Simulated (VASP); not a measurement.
# FeCo3Ge4 (C2/m) in VASP: single point with PBE

Aim: the single point of FeCo3Ge4 with PBE.

All numbers are computed with VASP 6.6.1; they aren't measurements. Logs are shortened: lines on timing, memory, paths and dates and some standing lists are left out, and cuts for length are marked.

### Step 1. The cell of the first run

It takes space group C2/m (No. 12, monoclinic). The conventional cell has a = 11.957 Å, b = 3.793 Å, c = 4.850 Å, α = 90.00°, β = 99.56°, γ = 90.00°. Within 3.2 Å of Fe (site symmetry 2/m) lie 6 Ge at 2.41 to 2.52 Å and 4 Co at 2.42 to 2.58 Å. Within 3.2 Å of Co (site symmetry 2/m) lie 6 Ge at 2.40 to 2.47 Å and 2 Fe at 2.42 Å and 2 Co at 2.61 Å. Within 3.2 Å of Co (site symmetry m) lie 7 Ge at 2.38 to 3.11 Å and 1 Fe at 2.58 Å and 3 Co at 2.61 to 2.75 Å. Ge (site symmetry m) has 5 Co at 2.41 to 2.54 Å and 1 Fe at 2.52 Å and 7 Ge at 2.88 to 3.39 Å within 3.4 Å. Ge (site symmetry m) has 5 Co at 2.38 to 3.11 Å and 2 Fe at 2.41 Å and 7 Ge at 2.95 to 3.39 Å within 3.4 Å.

### Step 2. Single point, PBE, collinear spin, ferrimagnetic start

INCAR reads:

```
SYSTEM = FeCo3Ge4
PREC = Accurate
ENCUT = 520
EDIFF = 1E-7
ISMEAR = 0
SIGMA = 0.1
LREAL = .FALSE.
LASPH = .TRUE.
NELM = 150
ALGO = Normal
ISIF = 2
LWAVE = .FALSE.
LCHARG = .TRUE.
ISPIN = 2
MAGMOM = -4 3 3 -3 0 0 0 0
LORBIT = 11
LMAXMIX = 4
GGA = PE
LELF = .TRUE.
LVHAR = .TRUE.
NBANDS = 60
```

KPOINTS reads:

```
Automatic mesh
0
G
  4 4 4
  0 0 0
```

POSCAR reads:

```
FeCo3Ge4
1.0
    5.9725967890     -1.8967276288      0.2605514099
    5.9725967890      1.8967276288      0.2605514099
   -1.0133810455      0.0000000000      4.7428835238
Fe Co Ge
1 3 4
Direct
    0.0000000031      0.0000000031     -0.0000003788
    0.0000002033      0.0000002033      0.5000008287
    0.8053520326      0.8053520326      0.6770838235
    0.1946477514      0.1946477514      0.3229158446
    0.1848408270      0.1848408270      0.8155715428
    0.8151600190      0.8151600190      0.1844289843
    0.4279344544      0.4279344544      0.7189223642
    0.5720647091      0.5720647091      0.2810769907
```

Potentials or basis: VASP PAW PBE potentials, release 64 (Fe, Co, Ge_d).

On the command line:

```bash
$ cat potpaw_PBE.64/Fe/POTCAR potpaw_PBE.64/Co/POTCAR potpaw_PBE.64/Ge_d/POTCAR > POTCAR
$ mpirun -np 1 vasp_std > vasp.out
```

OUTCAR:

```text
SYSTEM = FeCo3Ge4
   PREC = Accurate
   ENCUT = 520
   EDIFF = 1E-7
   ISMEAR = 0
   LREAL = .FALSE.
   LASPH = .TRUE.
   NELM = 150
   ISIF = 2
   ISPIN = 2
   LORBIT = 11
   GGA = PE

 ion  position               nearest neighbor table
   1  0.000  0.000  1.000-   8 2.41   8 2.41   7 2.41   7 2.41   2 2.42   2 2.42   6 2.52   5 2.52
                             4 2.58   3 2.58
   2  0.000  0.000  0.500-   8 2.40   8 2.40   7 2.40   7 2.40   1 2.42   1 2.42   6 2.47   5 2.47
                             4 2.61   3 2.61
   3  0.805  0.805  0.677-   7 2.38   7 2.38   6 2.41   6 2.44   5 2.54   5 2.54   1 2.58   2 2.61
                             4 2.75   4 2.75
   4  0.195  0.195  0.323-   8 2.38   8 2.38   5 2.41   5 2.44   6 2.54   6 2.54   1 2.58   2 2.61
                             3 2.75   3 2.75
   5  0.185  0.185  0.816-   4 2.41   4 2.44   2 2.47   1 2.52   3 2.54   3 2.54   6 2.88   6 2.88

   6  0.815  0.815  0.184-   3 2.41   3 2.44   2 2.47   1 2.52   4 2.54   4 2.54   5 2.88   5 2.88

   7  0.428  0.428  0.719-   3 2.38   3 2.38   2 2.40   2 2.40   1 2.41   1 2.41
   8  0.572  0.572  0.281-   4 2.38   4 2.38   2 2.40   2 2.40   1 2.41   1 2.41

  LATTYP: Found a base centered monoclinic cell.
 ALAT       =    11.9565545942
 B/A-ratio  =     0.3172699315
 C/A-ratio  =     0.4056299485
 COS(beta)  =    -0.1661277229

  Lattice vectors:

 A1 = (   5.9725967890,  -1.8967276288,   0.2605514099)
 A2 = (   5.9725967890,   1.8967276288,   0.2605514099)
 A3 = (  -1.0133810455,   0.0000000000,   4.7428835238)

Analysis of symmetry for initial positions (statically):
=====================================================================
 Subroutine PRICEL returns:
 Original cell was already a primitive cell.

 Routine SETGRP: Setting up the symmetry group for a
 base centered monoclinic supercell.

 Subroutine GETGRP returns: Found  4 space group operations
 (whereof  4 operations were pure point group operations)
 out of a pool of  4 trial point group operations.

The static configuration has the point symmetry C_2h.

Analysis of symmetry for dynamics (positions and initial velocities):
=====================================================================
 Subroutine PRICEL returns:
 Original cell was already a primitive cell.

 Routine SETGRP: Setting up the symmetry group for a
 base centered monoclinic supercell.

 Subroutine GETGRP returns: Found  4 space group operations
 (whereof  4 operations were pure point group operations)
 out of a pool of  4 trial point group operations.

The dynamic configuration has the point symmetry C_2h.

Analysis of structural, dynamic, and magnetic symmetry:
=====================================================================
 Subroutine PRICEL returns:
 Original cell was already a primitive cell.

 Routine SETGRP: Setting up the symmetry group for a
 base centered monoclinic supercell.

 Subroutine GETGRP returns: Found  2 space group operations
 (whereof  2 operations were pure point group operations)
 out of a pool of  4 trial point group operations.

The overall configuration has the point symmetry C_1h.

 Subroutine INISYM returns: Found  2 space group operations
 (whereof  2 operations are pure point group operations),
 and found     1 'primitive' translations

----------------------------------------------------------------------------------------

                                     Primitive cell

  volume of cell :     108.4601

  direct lattice vectors                    reciprocal lattice vectors
     5.972596789 -1.896727629  0.260551410     0.082942575 -0.263611914  0.017721800
     5.972596789  1.896727629  0.260551410     0.082942575  0.263611914  0.017721800
    -1.013381046  0.000000000  4.742883524    -0.009112939  0.000000000  0.208895098

  length of vectors
     6.271951462  6.271951462  4.849936625     0.276920158  0.276920158  0.209093777

  position of ions in fractional coordinates (direct lattice)
     0.000000003  0.000000003  0.999999621
     0.000000203  0.000000203  0.500000829
     0.805352033  0.805352033  0.677083823
     0.194647751  0.194647751  0.322915845
     0.184840827  0.184840827  0.815571543
     0.815160019  0.815160019  0.184428984
     0.427934454  0.427934454  0.718922364
     0.572064709  0.572064709  0.281076991

  ion indices of the primitive-cell ions
   primitive index   ion index
                 1           1
                 2           2
[... 67 lines left out ...]
 SYSTEM =  FeCo3Ge4
   PREC   = accura    normal or accurate (medium, high low for compatibility)
   ISTART =      0    job   : 0-new  1-cont  2-samecut
   ICHARG =      2    charge: 1-file 2-atom 10-const
   ISPIN  =      2    spin polarized calculation?
   LNONCOLLINEAR =      F non collinear calculations
   LSORBIT =      F    spin-orbit coupling
   LASPH  =      T    aspherical Exc in radial PAW
   ENCUT  =  520.0 eV  38.22 Ry    6.18 a.u.  11.66 11.66  9.02*2*pi/ulx,y,z
   NELM   =    150;   NELMIN=  2; NELMDL= -5     # of ELM steps
   EDIFF  = 0.1E-06   stopping-criterion for ELM
   LREAL  =      F    real-space projection
   EDIFFG = 0.1E-05   stopping-criterion for IOM
   NSW    =      0    number of steps for IOM
   IBRION =     -1    ionic relax: 0-MD 1-quasi-New 2-CG
   NFREE  =      0    steps in history (QN), initial steepest desc. (CG)
   ISIF   =      2    stress and relaxation
   ISYM   =      2    0-nonsym 1-usesym 2-fastsym
   POTIM  = 0.5000    time-step for ionic-motion
   TEBEG  =    0.0;   TEEND  =   0.0 temperature during run
   PSTRESS=    0.0 pullay stress
   NELECT =      91.0000    total number of electrons
   NUPDOWN=      -1.0000    fix difference up-down
   EMIN   =  10.00;   EMAX   =-10.00  energy-range for DOS
   EFERMI =   0.00;   METHOD = LEGACY
   ISMEAR =     0;   SIGMA  =   0.10  broadening in eV -4-tet -1-fermi 0-gaus
   EFERMI_NEDOS =   21; number of points for ismear=-14 and -15
   IALGO  =     38    algorithm
   IMIX   =      4    mixing-type and parameters
     AMIX     =   0.40;   BMIX     =  1.00
     AMIX_MAG =   1.60;   BMIX_MAG =  1.00
  volume/ion in A,a.u.               =      13.56        91.49
  Fermi-wavevector in a.u.,A,eV,Ry     =   1.544064  2.917858 32.438111  2.384134
  Thomas-Fermi vector in A             =   2.649638
   LORBIT       =     11    0 simple, 1 ext, 2 COOP (PROOUT), +10 PAW based schemes
   GGA     = PE    functional components
   LHFCALC =     F    Hartree Fock is set to
   AEXX    =    0.0000 exact exchange contribution
   IVDW    =     0    specifies the selected vdW correction
   LEPSILON=     F    determine dielectric tensor
   LRPA    =     F    only Hartree local field effects (RPA)
 spin polarized calculation
 Gauss-broadening in eV      SIGMA  =   0.10
  energy-cutoff  :      520.00
  volume of cell :      108.46
 maximum number of plane-waves:      2942
 NGX is ok and might be reduce to    48
   NGX = 23   NGY = 23   NGZ = 19

 number of electron      90.9999999 magnetization      -1.5528494

 Free energy of the ion-electron system (eV)
  ---------------------------------------------------
  ext. energy  EPLUGINS =         0.00000000
  ---------------------------------------------------
  free energy    TOTEN  =       -48.81293994 eV

  energy without entropy =      -48.78498131  energy(sigma->0) =      -48.79896063

 E-fermi :   8.4749     XC(G=0): -12.4860

 val. band max:        8.4619493401   @ k =  -0.2500   0.2500   0.5000
 cond. band min:       8.4760619939   @ k =  -0.2500   0.5000   0.2500
 fundamental gap:      0.0141126537
 Fermi energy:         8.4748549092

 spin component 1

 k-point     1 :       0.0000    0.0000    0.0000
  band No.  band energies     occupation
      1     -16.1151      1.00000
      2     -16.0893      1.00000
      3     -16.0807      1.00000
      4     -16.0720      1.00000
      5     -16.0693      1.00000
      6     -16.0441      1.00000
[... 1429 lines left out ...]
     56      13.9281      0.00000
     57      14.2269      0.00000
 Fermi energy:         8.4748549092

 spin component 2

 k-point     1 :       0.0000    0.0000    0.0000
  band No.  band energies     occupation
      1     -16.1106      1.00000
      2     -16.0842      1.00000
      3     -16.0788      1.00000
      4     -16.0679      1.00000
      5     -16.0668      1.00000
      6     -16.0402      1.00000
[... 1429 lines left out ...]
     56      13.8268      0.00000
     57      14.1491      0.00000
 [bands above 57 left out]

------------------------ aborting loop because EDIFF is reached ----------------------------------------

  FORCE on cell =-STRESS in cart. coord.  units (eV):
  Direction    XX          YY          ZZ          XY          YZ          ZX
  --------------------------------------------------------------------------------------
  -------------------------------------------------------------------------------------
  Total        0.0583477      0.0821649      0.1089221      0.0000000      0.0000000      0.0029955
  in kB        0.8619156      1.2137442      1.6090029      0.0000000      0.0000000      0.0442502
  external PRESSURE =       1.2282209 kB  Pullay stress =       0.0000000 kB

 VOLUME and BASIS-vectors are now :
 -----------------------------------------------------------------------------
  energy-cutoff  :      520.00
  volume of cell :      108.46
      direct lattice vectors                 reciprocal lattice vectors
     5.972596789 -1.896727629  0.260551410     0.082942575 -0.263611914  0.017721800
     5.972596789  1.896727629  0.260551410     0.082942575  0.263611914  0.017721800
    -1.013381046  0.000000000  4.742883524    -0.009112939  0.000000000  0.208895098

 POSITION                                       TOTAL-FORCE (eV/Angst)
 -----------------------------------------------------------------------------------
     -1.01338      0.00000      4.74288         0.000021      0.000000      0.000010
     -0.50669      0.00000      2.37145         0.000009      0.000000      0.000001
      8.93394      0.00000      3.63100        -0.017746      0.000000     -0.009968
      1.99787      0.00000      1.63298         0.017746      0.000000      0.009945
      1.38147      0.00000      3.96448        -0.010086      0.000000     -0.003227
      9.55035      0.00000      1.29951         0.009988      0.000000      0.003245
      4.38322      0.00000      3.63276         0.005098      0.000000     -0.004742
      6.54859      0.00000      1.63122        -0.005031      0.000000      0.004737
 -----------------------------------------------------------------------------------
    total drift:                                0.000005     -0.000000     -0.000005

  FREE ENERGIE OF THE ION-ELECTRON SYSTEM (eV)
  ---------------------------------------------------
  free  energy   TOTEN  =       -48.8129399440 eV

  energy  without entropy=      -48.7849813110  energy(sigma->0) =      -48.79896063

 total charge

# of ion       s       p       d       tot
------------------------------------------
    1        0.437   0.572   6.457   7.466
    2        0.455   0.572   7.474   8.501
    3        0.412   0.497   7.481   8.391
    4        0.412   0.497   7.481   8.391
    5        1.122   1.155  10.078  12.355
    6        1.122   1.155  10.078  12.355
    7        1.133   1.223  10.100  12.456
    8        1.133   1.223  10.100  12.456
--------------------------------------------------
tot          6.227   6.895  69.249  82.370

 magnetization (x)

# of ion       s       p       d       tot
------------------------------------------
    1       -0.007  -0.007  -1.196  -1.210
    2        0.001   0.004  -0.517  -0.512
    3        0.001   0.002   0.027   0.029
    4        0.001   0.002   0.027   0.029
    5        0.002   0.015  -0.001   0.015
    6        0.002   0.015  -0.001   0.015
    7        0.002   0.026   0.002   0.029
    8        0.002   0.026   0.002   0.029
--------------------------------------------------
tot          0.003   0.081  -1.659  -1.575
```

Run time: 14 min. Hardware: 1 thread of Intel Xeon 8259CL, shared host; peak memory 0.49 GiB.

What came out:

- Free energy: -48.8129 eV
- Pressure: 0.1 GPa
- Largest force: 0.020 eV/Å
- Net moment: -1.55 μB per cell
- Site moments: Fe -1.21; Co -0.51, +0.03 (each value once); Ge +0.01, +0.03 (each value once) μB
- Valence electrons inside the program's atomic spheres: Fe 7.47; Co 8.50, 8.39 (each value once); Ge 12.36, 12.46 (each value once)

Forces in eV/Å, atoms in the order of the input:
```
Fe   0.000  0.000  0.000
Co   0.000  0.000  0.000
Co  -0.018  0.000 -0.010
Co   0.018  0.000  0.010
Ge  -0.010  0.000 -0.003
Ge   0.010  0.000  0.003
Ge   0.005  0.000 -0.005
Ge  -0.005  0.000  0.005
```

Caveat: the k points lie up to 0.43 Å⁻¹ apart.
